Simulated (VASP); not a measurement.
# MoIr4 (Pm-3m) in VASP: notebook

Runs on MoIr4. Level: PBE. Tasks: single point.

All numbers are computed with VASP 6.6.1; they aren't measurements. Logs are shortened: lines on timing, memory, paths and dates and some standing lists are left out, and cuts for length are marked.

## Step 1: The cell of the first run

The structure is cubic, space group Pm-3m (No. 221). Conventional cell: a = 4.409 Å, b = 4.409 Å, c = 4.409 Å, α = 90.00°, β = 90.00°, γ = 90.00°. Within 4.1 Å of Mo (site symmetry m-3m) lie 20 Ir at 3.12 to 3.82 Å. Within 2.9 Å of Ir (site symmetry m-3m) lie 6 Ir at 2.20 Å. Within 2.9 Å of Ir (site symmetry 4/mmm) lie 2 Ir at 2.20 Å.

The cell was generated, and may not be a known phase.

## Step 2: Single point, PBE

Contents of INCAR:

```
PREC = Accurate ; ENCUT = 520
EDIFF = 1E-7 ; ISMEAR = 0
SIGMA = 0.1 ; LREAL = False
LASPH = True ; NELM = 100
ALGO = Fast ; ISIF = 2
LWAVE = False ; LCHARG = True
GGA = PE ; LELF = True
LVHAR = True ; NBANDS = 33
```

Contents of KPOINTS:

```
regular mesh
0
Gamma
  4 4 4
```

Contents of POSCAR:

```
MoIr4
1.0
    4.4087778100      0.0000000000      0.0000000000
    0.0000000000      4.4087778100      0.0000000000
    0.0000000000      0.0000000000      4.4087778100
Mo Ir
1 4
Direct
    0.5000000000      0.5000000000      0.5000000000
    0.0000000000      0.0000000000      0.0000000000
    0.5000000000      0.0000000000      0.0000000000
    0.0000000000      0.5000000000      0.0000000000
    0.0000000000      0.0000000000      0.5000000000
```

Potentials or basis: VASP PAW PBE potentials, release 64 (Mo_sv, Ir).

Started as:

```console
$ cat potpaw_PBE.64/Mo_sv/POTCAR potpaw_PBE.64/Ir/POTCAR > POTCAR
$ mpirun -np 1 vasp_std > vasp.out
```

OUTCAR:

```text
PREC = Accurate
   ENCUT = 520
   EDIFF = 1E-7
   ISMEAR = 0
   LREAL = False
   LASPH = True
   NELM = 100
   ISIF = 2
   GGA = PE

 ion  position               nearest neighbor table
   1  0.500  0.500  0.500-   3 3.12   4 3.12   5 3.12   3 3.12   4 3.12   3 3.12   5 3.12   3 3.12
                             4 3.12   5 3.12   4 3.12   5 3.12
   2  0.000  0.000  0.000-   3 2.20   4 2.20   5 2.20   5 2.20   4 2.20   3 2.20
   3  0.500  0.000  0.000-   2 2.20   2 2.20   4 3.12   5 3.12   1 3.12   5 3.12   1 3.12   4 3.12
                             1 3.12   1 3.12   4 3.12   5 3.12   5 3.12   4 3.12
   4  0.000  0.500  0.000-   2 2.20   2 2.20   3 3.12   5 3.12   1 3.12   5 3.12   1 3.12   3 3.12
                             5 3.12   5 3.12   1 3.12   3 3.12   1 3.12   3 3.12
   5  0.000  0.000  0.500-   2 2.20   2 2.20   3 3.12   4 3.12   1 3.12   3 3.12   4 3.12   1 3.12
                             4 3.12   4 3.12   1 3.12   3 3.12   3 3.12   1 3.12

  LATTYP: Found a simple cubic cell.
 ALAT       =     4.4087778100

  Lattice vectors:

 A1 = (   4.4087778100,   0.0000000000,   0.0000000000)
 A2 = (   0.0000000000,   4.4087778100,   0.0000000000)
 A3 = (   0.0000000000,   0.0000000000,   4.4087778100)

Analysis of symmetry for initial positions (statically):
=====================================================================
 Subroutine PRICEL returns:
 Original cell was already a primitive cell.

 Routine SETGRP: Setting up the symmetry group for a
 simple cubic supercell.

 Subroutine GETGRP returns: Found 48 space group operations
 (whereof 48 operations were pure point group operations)
 out of a pool of 48 trial point group operations.

The static configuration has the point symmetry O_h .

Analysis of symmetry for dynamics (positions and initial velocities):
=====================================================================
 Subroutine PRICEL returns:
 Original cell was already a primitive cell.

 Routine SETGRP: Setting up the symmetry group for a
 simple cubic supercell.

 Subroutine GETGRP returns: Found 48 space group operations
 (whereof 48 operations were pure point group operations)
 out of a pool of 48 trial point group operations.

The dynamic configuration has the point symmetry O_h .

 Subroutine INISYM returns: Found 48 space group operations
 (whereof 48 operations are pure point group operations),
 and found     1 'primitive' translations

----------------------------------------------------------------------------------------

                                     Primitive cell

  volume of cell :      85.6948
[... 85 lines left out ...]
   NFREE  =      0    steps in history (QN), initial steepest desc. (CG)
   ISIF   =      2    stress and relaxation
   ISYM   =      2    0-nonsym 1-usesym 2-fastsym
   POTIM  = 0.5000    time-step for ionic-motion
   TEBEG  =    0.0;   TEEND  =   0.0 temperature during run
   PSTRESS=    0.0 pullay stress
   NELECT =      50.0000    total number of electrons
   NUPDOWN=      -1.0000    fix difference up-down
   EMIN   =  10.00;   EMAX   =-10.00  energy-range for DOS
   EFERMI =   0.00;   METHOD = LEGACY
   ISMEAR =     0;   SIGMA  =   0.10  broadening in eV -4-tet -1-fermi 0-gaus
   EFERMI_NEDOS =   21; number of points for ismear=-14 and -15
   IALGO  =     68    algorithm
   IMIX   =      4    mixing-type and parameters
     AMIX     =   0.40;   BMIX     =  1.00
     AMIX_MAG =   1.60;   BMIX_MAG =  1.00
  volume/ion in A,a.u.               =      17.14       115.66
  Fermi-wavevector in a.u.,A,eV,Ry     =   1.367981  2.585109 25.461549  1.871371
  Thomas-Fermi vector in A             =   2.493985
   LORBIT       =      0    0 simple, 1 ext, 2 COOP (PROOUT), +10 PAW based schemes
   GGA     = PE    functional components
   LHFCALC =     F    Hartree Fock is set to
   AEXX    =    0.0000 exact exchange contribution
   IVDW    =     0    specifies the selected vdW correction
   LEPSILON=     F    determine dielectric tensor
   LRPA    =     F    only Hartree local field effects (RPA)
 non-spin polarized calculation
 RMM-DIIS sequential band-by-band and
 Gauss-broadening in eV      SIGMA  =   0.10
  energy-cutoff  :      520.00
  volume of cell :       85.69
 maximum number of plane-waves:      2325
 NGX is ok and might be reduce to    36
   NGX = 17   NGY = 17   NGZ = 17

 number of electron      49.9999993 magnetization

 Free energy of the ion-electron system (eV)
  ---------------------------------------------------
  ext. energy  EPLUGINS =         0.00000000
  ---------------------------------------------------
  free energy    TOTEN  =       -33.51375045 eV

  energy without entropy =      -33.46515467  energy(sigma->0) =      -33.48945256

 E-fermi :   8.6210     XC(G=0): -12.6117

 val. band max:        8.5891044223   @ k =   0.5000   0.0000   0.0000
 cond. band min:       8.6307119154   @ k =   0.5000   0.5000   0.2500
 fundamental gap:      0.0416074931
 Fermi energy:         8.6209753867

 k-point     1 :       0.0000    0.0000    0.0000
  band No.  band energies     occupation
      1     -52.8359      2.00000
      2     -26.8468      2.00000
      3     -26.8468      2.00000
      4     -26.8468      2.00000
      5      -1.5997      2.00000
      6      -0.8457      2.00000
[... 349 lines left out ...]
     32       9.6451      0.00000
     33       9.6451      0.00000

------------------------ aborting loop because EDIFF is reached ----------------------------------------

  FORCE on cell =-STRESS in cart. coord.  units (eV):
  Direction    XX          YY          ZZ          XY          YZ          ZX
  --------------------------------------------------------------------------------------
  -------------------------------------------------------------------------------------
  Total       23.3863987     23.3863987     23.3863987     -0.0000000     -0.0000000     -0.0000000
  in kB      437.2394059    437.2394059    437.2394059     -0.0000000     -0.0000000     -0.0000000
  external PRESSURE =     437.2394059 kB  Pullay stress =       0.0000000 kB

 VOLUME and BASIS-vectors are now :
 -----------------------------------------------------------------------------
  energy-cutoff  :      520.00
  volume of cell :       85.69
      direct lattice vectors                 reciprocal lattice vectors
     4.408777810  0.000000000  0.000000000     0.226820231  0.000000000  0.000000000
     0.000000000  4.408777810  0.000000000     0.000000000  0.226820231  0.000000000
     0.000000000  0.000000000  4.408777810     0.000000000  0.000000000  0.226820231

 POSITION                                       TOTAL-FORCE (eV/Angst)
 -----------------------------------------------------------------------------------
      2.20439      2.20439      2.20439         0.000000      0.000000      0.000000
      0.00000      0.00000      0.00000         0.000000      0.000000      0.000000
      2.20439      0.00000      0.00000         0.000000      0.000000      0.000000
      0.00000      2.20439      0.00000         0.000000      0.000000      0.000000
      0.00000      0.00000      2.20439         0.000000      0.000000      0.000000
 -----------------------------------------------------------------------------------
    total drift:                                0.000000      0.000000      0.000000

  FREE ENERGIE OF THE ION-ELECTRON SYSTEM (eV)
  ---------------------------------------------------
  free  energy   TOTEN  =       -33.5137504510 eV

  energy  without entropy=      -33.4651546700  energy(sigma->0) =      -33.48945256
```

OSZICAR:

```text
N       E                     dE             d eps       ncg     rms          rms(c)
DAV:   1     0.572792831672E+03    0.57279E+03   -0.24954E+04   716   0.151E+03
DAV:   2    -0.236928332203E+01   -0.57516E+03   -0.54769E+03   661   0.475E+02
DAV:   3    -0.347702134909E+02   -0.32401E+02   -0.29929E+02   853   0.116E+02
[... 13 lines left out ...]
RMM:  17    -0.335137503077E+02   -0.18231E-05   -0.18021E-05   858   0.197E-02    0.395E-03
RMM:  18    -0.335137504573E+02   -0.14952E-06   -0.34019E-06   813   0.923E-03    0.589E-03
RMM:  19    -0.335137506402E+02   -0.18299E-06   -0.12282E-06   684   0.600E-03    0.587E-03
RMM:  20    -0.335137504961E+02    0.14413E-06   -0.27468E-07   460   0.264E-03    0.153E-03
RMM:  21    -0.335137504510E+02    0.45085E-07   -0.80234E-08   405   0.155E-03
   1 F= -.33513750E+02 E0= -.33489453E+02  d E =-.485958E-01
```

Wall time 32 s (1 thread of Intel Xeon Platinum 8559C (Emerald Rapids), shared host); peak memory 0.21 GiB.

What came out:

* Free energy: -33.5138 eV
* Pressure: 43.7 GPa
* Band gap on the k mesh: zero (bands 25 and 26 overlap by 1.14 eV)

Caveat: the cell stands under pressure; spin-orbit coupling is left out, which moves the levels of the heavy elements.

(Part 1 of 2 ends here.)

The gap in the log of VASP goes by the Fermi energy; the results here count the filled bands.